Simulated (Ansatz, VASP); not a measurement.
Two plane-wave programs on SrTiO3

File INCAR:

```
PREC     = Accurate       # precision mode
ENCUT    = 520            # plane-wave cutoff, eV
EDIFF    = 1E-6           # SCF threshold, eV
ISMEAR   = 0              # smearing method
SIGMA    = 0.05           # smearing width, eV
LREAL    = F              # projectors in reciprocal space
LASPH    = T              # aspherical terms in the spheres
NELM     = 60             # most SCF steps
ALGO     = Normal         # electronic algorithm
ISIF     = 2              # what is computed and relaxed
LWAVE    = F              # write WAVECAR
LCHARG   = F              # write CHGCAR
GGA      = PE             # functional
NBANDS   = 28             # bands
```

File KPOINTS:

```
Automatic mesh
0
Gamma
  8 8 8
```

The input POSCAR:

```
SrTiO3
1.0
    3.9364094381      0.0000000000      0.0000000000
    0.0000000000      3.9364094381      0.0000000000
    0.0000000000      0.0000000000      3.9364094381
Sr Ti O
1 1 3
Direct
    0.0373386797      0.0000000000      0.0000000000
    0.4625559732      0.5000000000      0.5000000000
   -0.0250015068      0.5000000000      0.5000000000
    0.4662703053      0.0000000000      0.5000000000
    0.4662703053      0.5000000000      0.0000000000
```

Input for Ansatz:

```yaml
crystal:
  lattice:
    - [3.9364094381, 0.0, 0.0]
    - [0.0, 3.9364094381, 0.0]
    - [0.0, 0.0, 3.9364094381]
  atoms:
    - { symbol: Sr, position: [0.0373386797, 0.0, 0.0] }
    - { symbol: Ti, position: [0.4625559732, 0.5, 0.5] }
    - { symbol: O, position: [-0.0250015068, 0.5, 0.5] }
    - { symbol: O, position: [0.4662703053, 0.0, 0.5] }
    - { symbol: O, position: [0.4662703053, 0.5, 0.0] }
basis:
  ecutwfc: 520.0
kpoints:
  mp_grid: { grid: [8, 8, 8] }
hamiltonian:
  xc: pbe
  pseudopotentials: { kind: paw, azcp: { folder: soft_1 } }
scf:
  occupations: { method: gaussian, width: 0.05 }
output:
  forces: true
  stress: true
  eigenvalues: true
```

Change from the starting cell: mode 1 frozen in at -0.038 Å and mode 7 at +0.173 Å (largest displacements).

Alike in both runs: task single point; functional PBE; k mesh 8 × 8 × 8; occupations gaussian, width 0.05 eV; no spin polarisation.

|  | VASP | Ansatz |
| --- | --- | --- |
| version | VASP 6.6.1 | Ansatz 0.2.0 |
| potentials or method | VASP PAW PBE potentials, release 64 (Sr_sv, Ti_sv, O), cutoff 520 eV | scalar-relativistic, plane waves, PAW |
| valence electrons in the cell | 40 | 40 |

Ansatz gave:

```
gap on the k mesh at the Fermi level (eV)                     : 1.81
least direct gap on the mesh (eV)                             : 2.17
pressure (GPa)                                                : 2.0
traceless stress, the component that is largest in VASP (GPa) : -0.10
rms of the force components (eV/Å)                            : 0.322
```

Problem. Estimate VASP's values.

Solution. gap on the k mesh at the Fermi level (eV): 1.78; least direct gap on the mesh (eV): 2.15; pressure (GPa): 2.7; traceless stress, the component that is largest in VASP (GPa): -0.10; rms of the force components (eV/Å): 0.337.

Atom by atom the forces differ by 0.018 eV/Å (rms over components).
